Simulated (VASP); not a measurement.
Write the native input for VASP 6.6.1 that does the following.

| Property | Result |
| --- | --- |
| Task | single point |
| Functional | PBE |
| Potentials or basis | VASP PAW PBE potentials, release 64 (Sb, Se, Br) |
| Cutoff | 520 eV |
| k mesh | 4 × 4 × 4 |
| Occupations | gaussian, width 0.1 eV |
| Spin | no spin polarisation |
| Dipole correction | no |
| Further INCAR settings | ALGO = Normal; EDIFF = 1e-06; NBANDS = 24 |

The structure of SbSeBr3 lies in POSCAR:

```
SbSeBr3
1.0
    2.6652578801     -7.1011897563      0.0000000000
    2.6652578801      7.1011897563      0.0000000000
    0.0000000000      0.0000000000      5.3261778727
Sb Se Br
1 1 3
Direct
    0.0000000000      0.0000000000      0.0000000000
    0.5000000000      0.5000000000      0.0000000000
    0.0000000000      0.5000000000      0.5000000000
    0.5000000000      0.0000000000      0.5000000000
    0.5000000000      0.5000000000      0.5000000000
```

The cell was built from a structure type or drawn by symmetry, and may not be a known phase.

The input as run:

INCAR

```
PREC = Accurate
ENCUT = 520
EDIFF = 1E-6
ISMEAR = 0
SIGMA = 0.1
LREAL = F
LASPH = T
NELM = 100
ALGO = Normal
ISIF = 2
LWAVE = F
LCHARG = F
GGA = PE
NBANDS = 24
```

KPOINTS

```
regular mesh
0
Gamma
  4 4 4
```

Potentials or basis: VASP PAW PBE potentials, release 64 (Sb, Se, Br).

Command:

```console
$ cat potpaw_PBE.64/Sb/POTCAR potpaw_PBE.64/Se/POTCAR potpaw_PBE.64/Br/POTCAR > POTCAR
$ mpirun -np 1 vasp_std > vasp.out
```

Results of the run:

```json
{
  "Pressure": "0.1 GPa",
  "Band gap on the k mesh": "zero (bands 16 and 17 overlap by 0.68 eV)"
}
```

Caveat: spin-orbit coupling is left out, which moves the levels of the heavy elements.

Wall time 3.4 min on 1 thread of Intel Xeon 8259CL (shared host), peak memory 0.4 GiB.
